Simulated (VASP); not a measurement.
# Se (P3_221) in VASP: further runs, part 2 of 2

VASP 6.6.1. The steps go on from the part before.

### Step 4. Single point, PBE (26.56 Å³/atom)

This run uses another cell than the first one, of 26.56 Å³/atom.

INCAR reads:

```
  PREC = Accurate
  ENCUT = 520
  EDIFF = 1E-7
  ISMEAR = -1
  SIGMA = 0.05
  LREAL = False
  LASPH = True
  NELM = 100
  ALGO = Normal
  ISIF = 2
  LWAVE = False
  LCHARG = False
  GGA = PE
  NBANDS = 16
```

KPOINTS reads:

```
Automatic mesh
0
Gamma
  7 7 6
```

POSCAR reads:

```
Se
1.0
    4.3259397904      0.0000000000      0.0000000000
   -2.1629698952      3.7463737537      0.0000000000
    0.0000000000      0.0000000000      4.9162312139
Se
3
Direct
    0.7830000000      0.7830000000      0.5000000000
    0.0000000000      0.2170000000      0.8333333333
    0.2170000000      0.0000000000      0.1666666667
```

Potentials or basis: VASP PAW PBE potentials, release 64 (Se).

Launch:

```bash
> cat potpaw_PBE.64/Se/POTCAR > POTCAR
> mpirun -np 1 vasp_std > vasp.out
```

OUTCAR:

```text
PREC = Accurate
   ENCUT = 520
   EDIFF = 1E-7
   ISMEAR = -1
   LREAL = False
   LASPH = True
   NELM = 100
   ISIF = 2
   GGA = PE

 ion  position               nearest neighbor table
   1  0.783  0.783  0.500-   2 2.31   3 2.31
   2  0.000  0.217  0.833-   1 2.31   3 2.31
   3  0.217  0.000  0.167-   1 2.31   2 2.31

  LATTYP: Found a hexagonal cell.
 ALAT       =     4.3259397904
 C/A-ratio  =     1.1364539157

  Lattice vectors:

 A1 = (   4.3259397904,   0.0000000000,   0.0000000000)
 A2 = (  -2.1629698952,   3.7463737537,   0.0000000000)
 A3 = (   0.0000000000,   0.0000000000,   4.9162312139)

Analysis of symmetry for initial positions (statically):
=====================================================================
 Subroutine PRICEL returns:
 Original cell was already a primitive cell.

 Routine SETGRP: Setting up the symmetry group for a
 hexagonal supercell.

 Subroutine GETGRP returns: Found  6 space group operations
 (whereof  2 operations were pure point group operations)
 out of a pool of 24 trial point group operations.

[... 164 lines left out ...]

 E-fermi :   3.5729     XC(G=0):  -8.9202

 val. band max:        2.9843419538   @ k =   0.4286   0.1429   0.5000
 cond. band min:       4.1598325417   @ k =   0.2857   0.2857   0.5000
 fundamental gap:      1.1754905878
 Fermi energy:         3.5728958331

 k-point     1 :       0.0000    0.0000    0.0000
  band No.  band energies     occupation
      1     -13.3574      2.00000
      2      -8.9310      2.00000
      3      -8.9310      2.00000
      4      -1.0812      2.00000
      5      -1.0812      2.00000
      6      -0.9192      2.00000
[... 433 lines left out ...]
      3      -7.2791      2.00000
      4      -2.6879      2.00000
      5      -1.8573      2.00000
      6      -0.8051      2.00000
[... 8 lines left out ...]
     15      10.5014      0.00000
     16      11.4592      0.00000

 [... further k-points ...]

------------------------ aborting loop because EDIFF is reached ----------------------------------------

  FORCE on cell =-STRESS in cart. coord.  units (eV):
  Direction    XX          YY          ZZ          XY          YZ          ZX
  --------------------------------------------------------------------------------------
  -------------------------------------------------------------------------------------
  Total        2.9479938      2.9479938      4.8416862      0.0000000      0.0000000      0.0000000
  in kB       59.2806937     59.2806937     97.3606237      0.0000000      0.0000000      0.0000000
  external PRESSURE =      71.9740037 kB  Pullay stress =       0.0000000 kB

 VOLUME and BASIS-vectors are now :
 -----------------------------------------------------------------------------
  energy-cutoff  :      520.00
  volume of cell :       79.68
      direct lattice vectors                 reciprocal lattice vectors
     4.325939790  0.000000000  0.000000000     0.231163643  0.133462391  0.000000000
    -2.162969895  3.746373754  0.000000000     0.000000000  0.266924783  0.000000000
     0.000000000  0.000000000  4.916231214     0.000000000  0.000000000  0.203407846

 POSITION                                       TOTAL-FORCE (eV/Angst)
 -----------------------------------------------------------------------------------
      1.69361      2.93341      2.45812        -0.724108     -1.254192     -0.000000
     -0.46936      0.81296      4.09686        -0.724108      1.254192     -0.000000
      0.93873      0.00000      0.81937         1.448216      0.000000      0.000000
 -----------------------------------------------------------------------------------
    total drift:                               -0.000000     -0.000000     -0.000000

  FREE ENERGIE OF THE ION-ELECTRON SYSTEM (eV)
  ---------------------------------------------------
  free  energy   TOTEN  =       -10.3056248943 eV

  energy  without entropy=      -10.3056244453  energy(sigma->0) =      -10.30562467
```

stdout:

```text
POSCAR found type information on POSCAR Se
 POSCAR found :  1 types and       3 ions
 scaLAPACK will be used
 LDA part: xc-table for (Slater+PW92), standard interpolation
 POSCAR, INCAR and KPOINTS ok, starting setup
 FFT: planning ... GRIDC
 FFT: planning ... GRID_SOFT
 FFT: planning ... GRID
 WAVECAR not read
 entering main loop
```

Wall time 61 s (1 thread of Intel Xeon 8259CL, shared host); peak memory 0.2 GiB.

Results:

* Free energy: -10.3056 eV
* Pressure: 7.2 GPa
* Largest force: 1.448 eV/Å
* Band gap on the k mesh: 1.18 eV (least direct gap 1.40 eV)

Forces on the atoms (eV/Å):
```
Se  -0.724 -1.254  0.000
Se  -0.724  1.254  0.000
Se   1.448  0.000  0.000
```

Stress tensor (GPa, compression positive):
```
5.93 0.00 0.00
0.00 5.93 0.00
0.00 0.00 9.74
```

Caveat: the cell stands under pressure; an odd mesh through Γ misses points on the zone boundary, where band edges can lie; forces of over 1 eV/Å act on the atoms, so gaps and moduli don't describe the material at rest.

### Step 5. Single point, PBE

This run uses another cell than the first one, of 27.10 Å³/atom.

INCAR reads:

```
SYSTEM = Se
ALGO = Normal ; EDIFF = 1E-6
ENCUT = 520 ; GGA = PE
ISIF = 2 ; ISMEAR = -1
LASPH = .True. ; LCHARG = .True.
LELF = .True. ; LREAL = .False.
LVHAR = .True. ; LWAVE = .False.
NBANDS = 16 ; NELM = 100
PREC = Accurate ; SIGMA = 0.05
```

KPOINTS reads:

```
k-points
0
Gamma
  7 7 6
  0 0 0
```

POSCAR reads:

```
Se
1.0
    4.3551700000      0.0000000000      0.0000000000
   -2.1775850000      3.7716878578      0.0000000000
    0.0000000000      0.0000000000      4.9494500000
Se
3
Direct
    0.7830000000      0.7830000000      0.5000000000
    0.0000000000      0.2170000000      0.8333333333
    0.2170000000      0.0000000000      0.1666666667
```

Launch:

```bash
> cat potpaw_PBE.64/Se/POTCAR > POTCAR
> mpirun -np 1 vasp_std > vasp.out
```

Run time: 60 s. Hardware: 1 thread of Intel Xeon 8259CL, shared host; peak memory 0.2 GiB.

Results (log left out):

| Property | Result |
| --- | --- |
| Free energy | -10.3710 eV |
| Pressure | 5.7 GPa |
| Largest force | 1.188 eV/Å |
| Band gap on the k mesh | 1.16 eV (least direct gap 1.38 eV) |

Forces on the atoms (eV/Å):
```
Se  -0.594 -1.029  0.000
Se  -0.594  1.029  0.000
Se   1.188  0.000  0.000
```

Stress tensor (GPa, compression positive):
```
4.74 0.00 0.00
0.00 4.74 0.00
0.00 0.00 7.63
```

Levels at points of the mesh, in eV from the valence-band top:
```tsv
k point	band 6	band 7	band 8	band 9	band 10	band 11	band 12	band 13
(0.00, 0.00, 0.00)	-3.80	-2.20	-2.20	-0.42	2.05	2.05	2.44	6.01
(0.00, 0.00, 0.50)	-3.50	-1.58	-1.58	-1.23	1.27	1.42	1.42	6.11
```

Caveat: the cell stands under pressure; an odd mesh through Γ misses points on the zone boundary, where band edges can lie; forces of over 1 eV/Å act on the atoms, so gaps and moduli don't describe the material at rest.

### Step 6. Single point, PBE (28.73 Å³/atom)

This run uses another cell than the first one, of 28.73 Å³/atom.

INCAR reads:

```
ALGO = Normal ; EDIFF = 1E-6
ENCUT = 520 ; GGA = PE
ISIF = 2 ; ISMEAR = -1
LASPH = T ; LCHARG = F
LREAL = F ; LWAVE = F
NBANDS = 16 ; NELM = 100
PREC = Accurate ; SIGMA = 0.05
```

KPOINTS reads:

```
k-points
0
Gamma
  7 7 6
```

POSCAR reads:

```
Se
1.0
    4.4405871758      0.0000000000      0.0000000000
   -2.2202935879      3.8456613020      0.0000000000
    0.0000000000      0.0000000000      5.0465226839
Se
3
Direct
    0.7830000000      0.7830000000      0.5000000000
    0.0000000000      0.2170000000      0.8333333333
    0.2170000000      0.0000000000      0.1666666667
```

Potentials or basis: VASP PAW PBE potentials, release 64 (Se).

Launch:

```bash
> cat potpaw_PBE.64/Se/POTCAR > POTCAR
> mpirun -np 1 vasp_std > vasp.out
```

Wall time 70 s (1 thread of Intel Xeon 8259CL, shared host); peak memory 0.23 GiB.

The run converged. Its results:

- Free energy: -10.4860 eV
- Pressure: 2.0 GPa
- Largest force: 0.506 eV/Å
- Band gap on the k mesh: 1.10 eV (least direct gap 1.31 eV)

Forces in eV/Å, atoms in the order of the input:
```
Se  -0.253 -0.438  0.000
Se  -0.253  0.438  0.000
Se   0.506  0.000  0.000
```

Stress tensor (GPa, compression positive):
```
1.83 0.00 0.00
0.00 1.83 0.00
0.00 0.00 2.41
```

Levels at points of the mesh, in eV from the valence-band top:
| k point | band 6 | band 7 | band 8 | band 9 | band 10 | band 11 | band 12 | band 13 |
| --- | --- | --- | --- | --- | --- | --- | --- | --- |
| (0.00, 0.00, 0.00) | -3.50 | -1.95 | -1.95 | -0.33 | 1.97 | 1.97 | 2.43 | 5.93 |
| (0.00, 0.00, 0.50) | -3.28 | -1.37 | -1.37 | -1.08 | 1.29 | 1.46 | 1.46 | 6.32 |

Caveat: an odd mesh through Γ misses points on the zone boundary, where band edges can lie.

### Step 7. Overview

```tsv
cell	gap on the mesh (eV)	pressure (GPa)	largest force (eV/Å)
a = 4.266, b = 4.266, c = 4.848 Å, angles 90.0, 90.0, 120.0°, 3 atoms	1.22	10.7	2.03
a = 4.296, b = 4.296, c = 4.883 Å, angles 90.0, 90.0, 120.0°, 3 atoms	1.20	8.8	1.73
a = 4.326, b = 4.326, c = 4.916 Å, angles 90.0, 90.0, 120.0°, 3 atoms	1.18	7.2	1.45
a = 4.355, b = 4.355, c = 4.949 Å, angles 90.0, 90.0, 120.0°, 3 atoms	1.16	5.7	1.19
a = 4.441, b = 4.441, c = 5.047 Å, angles 90.0, 90.0, 120.0°, 3 atoms	1.10	2.0	0.51
```

Alike in all rows: task single point; level PBE; potentials or basis VASP PAW PBE potentials, release 64 (Se); no spin polarisation; k mesh 7 × 7 × 6; cutoff (eV) 520; smearing fermi-dirac 0.05 eV.

Caveats: an odd mesh through Γ misses points on the zone boundary, where band edges can lie; the cell stands under pressure (at least some runs); forces of over 1 eV/Å act on the atoms, so gaps and moduli don't describe the material at rest (at least some runs).

Total energies depend on the potentials used, so only differences within one code and one set of settings carry meaning.
